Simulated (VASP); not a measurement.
# BP (F-43m) in VASP: notebook, part 2 of 2

VASP 6.6.1. Earlier steps stand in the parts before.

## 5. Vibrations by perturbation theory, PBE

This run uses another cell than the first one, of 11.36 Å³/atom, 1.190 times its volume.

INCAR

```
SYSTEM = BP
PREC = Accurate
ENCUT = 520
EDIFF = 1E-8
ISMEAR = 0
SIGMA = 0.01
LREAL = .False.
LASPH = .True.
NELM = 80
ALGO = Normal
ISIF = 2
LWAVE = .False.
LCHARG = .False.
GGA = PE
IBRION = 8
NSW = 1
LEPSILON = .True.
```

KPOINTS

```
Automatic mesh
0
Gamma
  10 10 10
  0 0 0
```

POSCAR

```
BP
1.0
    0.0000000000      2.2480805997      2.2480805997
    2.2480805997      0.0000000000      2.2480805997
    2.2480805997      2.2480805997      0.0000000000
B P
1 1
Direct
    0.0000000000      0.0000000000      0.0000000000
    0.7500000000      0.7500000000      0.7500000000
```

Potentials or basis: VASP PAW PBE potentials, release 64 (B, P).

Command:

```sh
$ cat potpaw_PBE.64/B/POTCAR potpaw_PBE.64/P/POTCAR > POTCAR
$ mpirun -np 1 vasp_std > vasp.out
```

OUTCAR:

```text
SYSTEM = BP
   PREC = Accurate
   ENCUT = 520
   EDIFF = 1E-8
   ISMEAR = 0
   LREAL = .False.
   LASPH = .True.
   NELM = 80
   ISIF = 2
   GGA = PE
   IBRION = 8
   NSW = 1
   LEPSILON = .True.

 ion  position               nearest neighbor table
   1  0.000  0.000  0.000-   2 1.95   2 1.95   2 1.95   2 1.95
   2  0.750  0.750  0.750-   1 1.95   1 1.95   1 1.95   1 1.95

  LATTYP: Found a face centered cubic cell.
 ALAT       =     4.4961611994

  Lattice vectors:

 A1 = (   0.0000000000,   2.2480805997,   2.2480805997)
 A2 = (   2.2480805997,   0.0000000000,   2.2480805997)
 A3 = (   2.2480805997,   2.2480805997,   0.0000000000)

Analysis of symmetry for initial positions (statically):
=====================================================================
 Subroutine PRICEL returns:
 Original cell was already a primitive cell.

 Routine SETGRP: Setting up the symmetry group for a
 face centered cubic supercell.

 Subroutine GETGRP returns: Found 24 space group operations
 (whereof 24 operations were pure point group operations)
 out of a pool of 48 trial point group operations.

The static configuration has the point symmetry T_d .

Analysis of symmetry for dynamics (positions and initial velocities):
=====================================================================
 Subroutine PRICEL returns:
 Original cell was already a primitive cell.

 Routine SETGRP: Setting up the symmetry group for a
 face centered cubic supercell.

 Subroutine GETGRP returns: Found 24 space group operations
 (whereof 24 operations were pure point group operations)
 out of a pool of 48 trial point group operations.

The dynamic configuration has the point symmetry T_d .

 Subroutine INISYM returns: Found 24 space group operations
 (whereof 24 operations are pure point group operations),
 and found     1 'primitive' translations

----------------------------------------------------------------------------------------

                                     Primitive cell

  volume of cell :      22.7230

  direct lattice vectors                    reciprocal lattice vectors
     0.000000000  2.248080600  2.248080600    -0.222411954  0.222411954  0.222411954
     2.248080600  0.000000000  2.248080600     0.222411954 -0.222411954  0.222411954
     2.248080600  2.248080600  0.000000000     0.222411954  0.222411954 -0.222411954

  length of vectors
     3.179266073  3.179266073  3.179266073     0.385228805  0.385228805  0.385228805

  position of ions in fractional coordinates (direct lattice)
     0.000000000  0.000000000  0.000000000
     0.750000000  0.750000000  0.750000000
[... 453 lines left out ...]
 -----------------------------------------------------------------------------
    -0.00042 -0.15493  0.00000
    -0.15493 -0.00042  0.00000
     0.00000  0.00000  0.00007

--------------------------------------- Ionic step        4  -------------------------------------------

------------------------ aborting loop because EDIFF is reached ----------------------------------------

[... ionic steps 5 to 6 ...]

--------------------------------------- Ionic step        7  -------------------------------------------

 Free energy of the ion-electron system (eV)
  ---------------------------------------------------
  ---------------------------------------------------
  free energy    TOTEN  =        -0.04091387 eV

  energy without entropy =       -0.04091387

------------------------ aborting loop because EDIFF is reached ----------------------------------------

 INTERNAL STRAIN TENSOR  FOR ION    2  DIRECTION 1   (eV/Angst):
 -----------------------------------------------------------------------------
    -0.00854  0.00000  0.00000
     0.00000  0.00714  7.99509
     0.00000  7.99509  0.00714

 MACROSCOPIC STATIC DIELECTRIC TENSOR (including local field effects in DFT)
 ------------------------------------------------------
           9.262704     0.000000    -0.000000
           0.000000     9.262704    -0.000000
           0.000000     0.000000     9.262704
 ------------------------------------------------------

 PIEZOELECTRIC TENSOR (including local field effects)  for field in x, y, z        (e  Angst)
          XX          YY          ZZ          XY          YZ          ZX
  --------------------------------------------------------------------------------
  x     0.00000    -0.00000     0.00000     0.00000    -0.21566     0.00000
  y    -0.00000     0.00000     0.00000     0.00000     0.00000    -0.21566
  z     0.00000    -0.00000     0.00000    -0.21566     0.00000     0.00000

 PIEZOELECTRIC TENSOR (including local field effects)  for field in x, y, z        (C/m^2)
          XX          YY          ZZ          XY          YZ          ZX
  --------------------------------------------------------------------------------
  x     0.00000    -0.00000     0.00000     0.00000    -0.15206     0.00000
  y    -0.00000     0.00000     0.00000     0.00000     0.00000    -0.15206
  z     0.00000    -0.00000     0.00000    -0.15206     0.00000     0.00000

 BORN EFFECTIVE CHARGES (including local field effects) (in |e|, cummulative output)
 ---------------------------------------------------------------------------------
 ion    1
    1    -0.58507     0.00000     0.00000
    2     0.00000    -0.58507     0.00000
    3    -0.00000     0.00000    -0.58507
 ion    2
    1     0.58507     0.00000     0.00000
    2     0.00000     0.58507     0.00000
    3     0.00000    -0.00000     0.58507

 INTERNAL STRAIN TENSOR FOR ION    2 for displacements in x,y,z  (eV/Angst):
          X           Y           Z          XY          YZ          ZX
  --------------------------------------------------------------------------------
  x    -0.00000     0.00000     0.00000     0.00000     7.99509     0.00000
  y     0.00000     0.00000     0.00000     0.00000     0.00000     7.99509
  z     0.00000     0.00000    -0.00000     7.99509     0.00000     0.00000

 SECOND DERIVATIVES (NOT SYMMETRIZED)
 ------------------------------------
               1X          1Y          1Z          2X          2Y          2Z
  1X   -20.134089    0.000000    0.000000   20.134089    0.000000    0.000000
  1Y     0.000000  -20.134089    0.000000    0.000000   20.134089    0.000000
  1Z     0.000000    0.000000  -20.134089    0.000000    0.000000   20.134089
  2X    20.135017    0.000000    0.000000  -20.135017    0.000000    0.000000
  2Y     0.000000   20.135017    0.000000    0.000000  -20.135017    0.000000
  2Z     0.000000    0.000000   20.135017    0.000000    0.000000  -20.135017

 Eigenvectors and eigenvalues of the dynamical matrix
 ----------------------------------------------------

   1 f  =   24.779807 THz   155.696122 2PiTHz  826.565405 cm-1   102.481003 meV
             X         Y         Z           dx          dy          dz
      0.000000  0.000000  0.000000     0.860966   -0.000000    0.000000
      3.372121  3.372121  3.372121    -0.508663    0.000000    0.000000
[... 21 lines left out ...]
   6 f/i=    0.000250 THz     0.001572 2PiTHz    0.008348 cm-1     0.001035 meV
             X         Y         Z           dx          dy          dz
      0.000000  0.000000  0.000000     0.417368   -0.290761    0.000000
      3.372121  3.372121  3.372121     0.706439   -0.492144    0.000000

--------------------------------------------------------------------------------------------------------

 MACROSCOPIC STATIC DIELECTRIC TENSOR IONIC CONTRIBUTION
 ------------------------------------------------------
           0.135386     0.000000     0.000000
           0.000000     0.135386    -0.000000
           0.000000    -0.000000     0.135386
 ------------------------------------------------------

 ELASTIC MODULI CONTR FROM IONIC RELAXATION (kBar)
 Direction    XX          YY          ZZ          XY          YZ          ZX
 --------------------------------------------------------------------------------
 XX          -0.0000     -0.0000      0.0000     -0.0000      0.0000     -0.0000
 YY          -0.0000     -0.0000     -0.0000     -0.0000     -0.0000     -0.0000
 ZZ           0.0000     -0.0000     -0.0000      0.0000     -0.0000     -0.0000
 XY          -0.0000     -0.0000      0.0000   -236.7465      0.0000      0.0000
 YZ           0.0000     -0.0000     -0.0000      0.0000   -236.7465      0.0000
 ZX          -0.0000     -0.0000     -0.0000      0.0000      0.0000   -236.7465
 --------------------------------------------------------------------------------

 PIEZOELECTRIC TENSOR IONIC CONTR  for field in x, y, z        (C/m^2)
          XX          YY          ZZ          XY          YZ          ZX
  --------------------------------------------------------------------------------
  x    -0.00000     0.00000     0.00000     0.00000     0.16846     0.00000
  y     0.00000     0.00000     0.00000     0.00000     0.00000     0.16846
  z     0.00000     0.00000    -0.00000     0.16846     0.00000    -0.00000
```

OSZICAR:

```text
N       E                     dE             d eps       ncg     rms          rms(c)
DAV:   1     0.956779079827E+01    0.95678E+01   -0.41758E+03   760   0.908E+02
DAV:   2    -0.134557876301E+02   -0.23024E+02   -0.22008E+02  1208   0.112E+02
DAV:   3    -0.136848311180E+02   -0.22904E+00   -0.22904E+00   872   0.146E+01
DAV:   4    -0.136853272247E+02   -0.49611E-03   -0.49611E-03  1208   0.691E-01
[... 149 lines left out ...]
RMM:   7    -0.409153165637E-01    0.16861E-06    0.13374E-07  4522   0.103E-03    0.149E-04
RMM:   8    -0.409139050195E-01    0.14115E-05    0.38413E-07  4641   0.214E-04    0.456E-05
RMM:   9    -0.409137954884E-01    0.10953E-06    0.17053E-07  4750   0.671E-05    0.113E-05
RMM:  10    -0.409138579635E-01   -0.62475E-07    0.11380E-07  4791   0.180E-05    0.164E-05
RMM:  11    -0.409138650984E-01   -0.71349E-08    0.40211E-08  4354   0.539E-06    0.663E-07
 Linear response finished
```

Run time: 2.1 min. Hardware: 1 thread of Intel Xeon Platinum 8488C (Sapphire Rapids), shared host; peak memory 0.2 GiB.

Results:

```yaml
Electronic_dielectric_tensor_diagonal: 9.26
Born_charges_mean_of_the_diagonal: B -0.59; P +0.59 e
Highest_phonon_frequency_at_Γ_LO-TO_splitting_left_out: 827 cm⁻¹
```

Phonon frequencies in cm⁻¹ (negative: imaginary):
```
              q point        frequencies
(0.000, 0.000, 0.000)  0 0 0 827 827 827
```

Electronic dielectric tensor:
```
9.26 0.00 0.00
0.00 9.26 0.00
0.00 0.00 9.26
```

Born effective charge tensors (e):
atom 1, B
```
-0.59  0.00  0.00
 0.00 -0.59  0.00
 0.00  0.00 -0.59
```
atom 2, P
```
0.59 0.00 0.00
0.00 0.59 0.00
0.00 0.00 0.59
```

Caveat: the cell wasn't relaxed at this level first, which shifts response properties.

## 6. Vibrations by perturbation theory, PBE

This run uses another cell than the first one, of 11.76 Å³/atom, 1.232 times its volume.

INCAR

```
SYSTEM = BP
  ALGO = Normal
  EDIFF = 1E-8
  ENCUT = 520
  GGA = PE
  IBRION = 8
  ISIF = 2
  ISMEAR = 0
  LASPH = .TRUE.
  LCHARG = .FALSE.
  LEPSILON = .TRUE.
  LREAL = .FALSE.
  LWAVE = .FALSE.
  NELM = 100
  NSW = 1
  PREC = Accurate
  SIGMA = 0.01
```

KPOINTS

```
k-points
0
G
  10 10 10
  0 0 0
```

POSCAR

```
BP
1.0
    0.0000000000      2.2741906125      2.2741906125
    2.2741906125      0.0000000000      2.2741906125
    2.2741906125      2.2741906125      0.0000000000
B P
1 1
Direct
    0.0000000000      0.0000000000      0.0000000000
    0.2500000000      0.2500000000      0.2500000000
```

Potentials or basis: VASP PAW PBE potentials, release 64 (B, P).

Command:

```sh
$ cat potpaw_PBE.64/B/POTCAR potpaw_PBE.64/P/POTCAR > POTCAR
$ mpirun -np 1 vasp_std > vasp.out
```

OUTCAR:

```text
SYSTEM = BP
   EDIFF = 1E-8
   ENCUT = 520
   GGA = PE
   IBRION = 8
   ISIF = 2
   ISMEAR = 0
   LASPH = .TRUE.
   LEPSILON = .TRUE.
   LREAL = .FALSE.
   NELM = 100
   NSW = 1
   PREC = Accurate

 ion  position               nearest neighbor table
   1  0.000  0.000  0.000-   2 1.97   2 1.97   2 1.97   2 1.97
   2  0.250  0.250  0.250-   1 1.97   1 1.97   1 1.97   1 1.97

  LATTYP: Found a face centered cubic cell.
 ALAT       =     4.5483812250

  Lattice vectors:

 A1 = (   0.0000000000,   2.2741906125,   2.2741906125)
 A2 = (   2.2741906125,   0.0000000000,   2.2741906125)
 A3 = (   2.2741906125,   2.2741906125,   0.0000000000)

Analysis of symmetry for initial positions (statically):
=====================================================================
 Subroutine PRICEL returns:
 Original cell was already a primitive cell.

 Routine SETGRP: Setting up the symmetry group for a
 face centered cubic supercell.

 Subroutine GETGRP returns: Found 24 space group operations
 (whereof 24 operations were pure point group operations)
 out of a pool of 48 trial point group operations.

The static configuration has the point symmetry T_d .

Analysis of symmetry for dynamics (positions and initial velocities):
=====================================================================
 Subroutine PRICEL returns:
 Original cell was already a primitive cell.

 Routine SETGRP: Setting up the symmetry group for a
 face centered cubic supercell.
[... 522 lines left out ...]

 PIEZOELECTRIC TENSOR (including local field effects)  for field in x, y, z        (C/m^2)
          XX          YY          ZZ          XY          YZ          ZX
  --------------------------------------------------------------------------------
  x    -0.00000    -0.00000    -0.00000     0.00000     0.10088     0.00000
  y     0.00000    -0.00000    -0.00000     0.00000     0.00000     0.10088
  z    -0.00000     0.00000    -0.00000     0.10088     0.00000     0.00000

 BORN EFFECTIVE CHARGES (including local field effects) (in |e|, cummulative output)
 ---------------------------------------------------------------------------------
 ion    1
    1    -0.47434     0.00000     0.00000
    2     0.00000    -0.47434     0.00000
    3     0.00000     0.00000    -0.47434
 ion    2
    1     0.47434    -0.00000    -0.00000
    2     0.00000     0.47434     0.00000
    3     0.00000     0.00000     0.47434

 INTERNAL STRAIN TENSOR FOR ION    2 for displacements in x,y,z  (eV/Angst):
          X           Y           Z          XY          YZ          ZX
  --------------------------------------------------------------------------------
  x    -0.00000     0.00000     0.00000     0.00000    -6.48457     0.00000
  y     0.00000    -0.00000     0.00000     0.00000     0.00000    -6.48457
  z     0.00000     0.00000    -0.00000    -6.48457     0.00000     0.00000

 SECOND DERIVATIVES (NOT SYMMETRIZED)
 ------------------------------------
               1X          1Y          1Z          2X          2Y          2Z
  1X   -18.787160    0.000000    0.000000   18.787160    0.000000    0.000000
  1Y     0.000000  -18.787160    0.000000    0.000000   18.787160    0.000000
  1Z     0.000000    0.000000  -18.787160    0.000000    0.000000   18.787160
  2X    18.790532    0.000000    0.000000  -18.790532    0.000000    0.000000
  2Y     0.000000   18.790532    0.000000    0.000000  -18.790532    0.000000
  2Z     0.000000    0.000000   18.790532    0.000000    0.000000  -18.790532

 Eigenvectors and eigenvalues of the dynamical matrix
 ----------------------------------------------------

   1 f  =   23.937016 THz   150.400705 2PiTHz  798.452894 cm-1    98.995497 meV
             X         Y         Z           dx          dy          dz
      0.000000  0.000000  0.000000    -0.860951    0.000000    0.000000
      1.137095  1.137095  1.137095     0.508688    0.000000    0.000000
[... 21 lines left out ...]
   6 f/i=    0.000941 THz     0.005911 2PiTHz    0.031381 cm-1     0.003891 meV
             X         Y         Z           dx          dy          dz
      0.000000  0.000000  0.000000     0.000000   -0.508688    0.000000
      1.137095  1.137095  1.137095     0.000000   -0.860951    0.000000

--------------------------------------------------------------------------------------------------------

 MACROSCOPIC STATIC DIELECTRIC TENSOR IONIC CONTRIBUTION
 ------------------------------------------------------
           0.092115    -0.000000     0.000000
          -0.000000     0.092115     0.000000
           0.000000     0.000000     0.092115
 ------------------------------------------------------

 ELASTIC MODULI CONTR FROM IONIC RELAXATION (kBar)
 Direction    XX          YY          ZZ          XY          YZ          ZX
 --------------------------------------------------------------------------------
 XX          -0.0000     -0.0000     -0.0000     -0.0000     -0.0000      0.0000
 YY          -0.0000     -0.0000      0.0000     -0.0000     -0.0000     -0.0000
 ZZ          -0.0000      0.0000     -0.0000     -0.0000     -0.0000      0.0000
 XY          -0.0000     -0.0000     -0.0000   -162.2843     -0.0000     -0.0000
 YZ          -0.0000     -0.0000     -0.0000     -0.0000   -162.2843      0.0000
 ZX           0.0000     -0.0000      0.0000     -0.0000      0.0000   -162.2843
 --------------------------------------------------------------------------------

 PIEZOELECTRIC TENSOR IONIC CONTR  for field in x, y, z        (C/m^2)
          XX          YY          ZZ          XY          YZ          ZX
  --------------------------------------------------------------------------------
  x    -0.00000    -0.00000    -0.00000    -0.00000    -0.11505     0.00000
  y     0.00000    -0.00000     0.00000    -0.00000     0.00000    -0.11505
  z    -0.00000    -0.00000    -0.00000    -0.11505    -0.00000    -0.00000
```

OSZICAR:

```text
N       E                     dE             d eps       ncg     rms          rms(c)
DAV:   1     0.109721943388E+02    0.10972E+02   -0.41893E+03   760   0.909E+02
[... 156 lines left out ...]
RMM:   5    -0.410312365631E-01    0.45549E-04   -0.33024E-05  4604   0.831E-03    0.430E-03
RMM:   6    -0.410200279386E-01    0.11209E-04   -0.63591E-06  4539   0.146E-03    0.244E-03
RMM:   7    -0.410188354932E-01    0.11924E-05   -0.49227E-07  4504   0.101E-03    0.121E-04
RMM:   8    -0.410175322866E-01    0.13032E-05   -0.38433E-07  4653   0.194E-04    0.545E-05
RMM:   9    -0.410174300409E-01    0.10225E-06   -0.23431E-07  4750   0.619E-05    0.112E-05
RMM:  10    -0.410174769233E-01   -0.46882E-07   -0.10767E-07  4797   0.177E-05    0.147E-05
RMM:  11    -0.410174676756E-01    0.92477E-08   -0.82836E-09  4349   0.549E-06    0.534E-07
 Linear response finished
```

It took 2.2 min on 1 thread of Intel Xeon Platinum 8259CL at 2.50GHz (Skylake/Cascade Lake), shared host; peak memory 0.2 GiB.

Results:

| Item | Value |
| --- | --- |
| Electronic dielectric tensor (diagonal) | 9.27 |
| Born charges (mean of the diagonal) | B -0.47; P +0.47 e |
| Highest phonon frequency at Γ, LO-TO splitting left out | 798 cm⁻¹ |

Phonon frequencies in cm⁻¹ (negative: imaginary):
| q point | frequencies |
| --- | --- |
| (0.000, 0.000, 0.000) | 0 0 0 798 798 798 |

Electronic dielectric tensor:
```
9.27 0.00 0.00
0.00 9.27 0.00
0.00 0.00 9.27
```

Born effective charge tensors (e):
atom 1, B
```
-0.47  0.00  0.00
 0.00 -0.47  0.00
 0.00  0.00 -0.47
```
atom 2, P
```
0.47 0.00 0.00
0.00 0.47 0.00
0.00 0.00 0.47
```
